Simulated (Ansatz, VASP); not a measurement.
**Two plane-wave programs on Pb**

```
Pb
1.0
     3.48192    0.00000    0.00000
    -1.74096    3.01543    0.00000
     0.00000    0.00000   11.41510
Pb
4
Direct
  0.00000 0.00000 0.00000
  0.33333 0.66667 0.25000
  0.00000 0.00000 0.50000
  0.66667 0.33333 0.75000
```

Alike in both runs: functional PBEsol; k mesh 15 × 15 × 4; occupations gaussian, width 0.1 eV; no spin polarisation.

Ansatz relaxed the structure, and its values are those at the end. VASP's run is a single point on that final structure, the one shown.

|  | VASP | Ansatz |
| --- | --- | --- |
| version | VASP 6.6.1 | Ansatz 0.2.0 |
| potentials or method | VASP PAW PBE potentials, release 64 (Pb_d), cutoff 520 eV | scalar-relativistic, plane waves, PAW |
| valence electrons in the cell | 56 | 56 |

Ansatz gave:

| Item | Value |
| --- | --- |
| gap on the k mesh at the Fermi level (eV) | none |
| pressure (GPa) | 0.0 |

**Question.** What did VASP give for the same quantities?

**Answer.** gap on the k mesh at the Fermi level (eV): none; pressure (GPa): -0.2.

VASP's potentials were made for PBE, not for PBEsol. A gap of «none» marks a metal or a gap that the smearing closes. With one functional, cell and mesh, what is left measures potentials, basis and numerics.

Spin-orbit coupling is off throughout.
